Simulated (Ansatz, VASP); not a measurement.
# One calculation of Ti, two programs

File INCAR:

```
SYSTEM = Ti
ALGO = Fast
EDIFF = 1E-7
ENCUT = 520
GGA = PE
ISIF = 2
ISMEAR = 0
LASPH = .TRUE.
LCHARG = .FALSE.
LREAL = .FALSE.
LWAVE = .FALSE.
NBANDS = 19
NELM = 80
PREC = Accurate
SIGMA = 0.15
```

KPOINTS

```
k-points
0
G
  18 18 10
  0 0 0
```

File POSCAR:

```
Ti
1.0
    3.1859976892      0.0000000000      0.0000000000
   -1.5929988446      2.7591549353      0.0000000000
    0.0000000000      0.0000000000      5.0608800000
Ti
2
Direct
    0.3333333333      0.6666666667      0.2500000000
    0.6666666667      0.3333333333      0.7500000000
```

Input for Ansatz:

```yaml
crystal:
  lattice:
    - [3.1859976892, 0.0, 0.0]
    - [-1.5929988446, 2.7591549353, 0.0]
    - [0.0, 0.0, 5.06088]
  atoms:
    - { symbol: Ti, position: [0.3333333333, 0.6666666667, 0.25] }
    - { symbol: Ti, position: [0.6666666667, 0.3333333333, 0.75] }
basis:
  ecutwfc: 420
kpoints:
  mp_grid: { grid: [18, 18, 10] }
hamiltonian:
  xc: pbe
scf:
  occupations: { method: gaussian, width: 0.15 }
output:
  forces: true
  stress: true
  eigenvalues: true
  write_density: true
  write_potential: true
  elf: true
  volumetric_format: npy
```

Change from the starting cell: strain +0.080 along x and y, +0.080 along z, atoms carried along.

Alike in both runs: task single point; functional PBE; k mesh 18 × 18 × 10; occupations gaussian, width 0.15 eV; no spin polarisation.

|  | VASP | Ansatz |
| --- | --- | --- |
| version | VASP 6.6.1 | Ansatz 0.2.0 |
| potentials or method | VASP PAW PBE potentials, release 64 (Ti_sv), cutoff 520 eV | scalar-relativistic, plane waves, PAW |
| valence electrons in the cell | 24 | 24 |

|  | VASP | Ansatz | Ansatz less VASP |
| --- | --- | --- | --- |
| gap on the k mesh at the Fermi level (eV) | none | none | - |
| pressure (GPa) | -17.3 | -17.3 | +0.01 |
| traceless stress, the component that is largest in VASP (GPa) | -0.34 | -0.35 | -0.004 |

A gap of «none» marks a metal or a gap that the smearing closes. With one functional, cell and mesh, what is left measures potentials, basis and numerics.
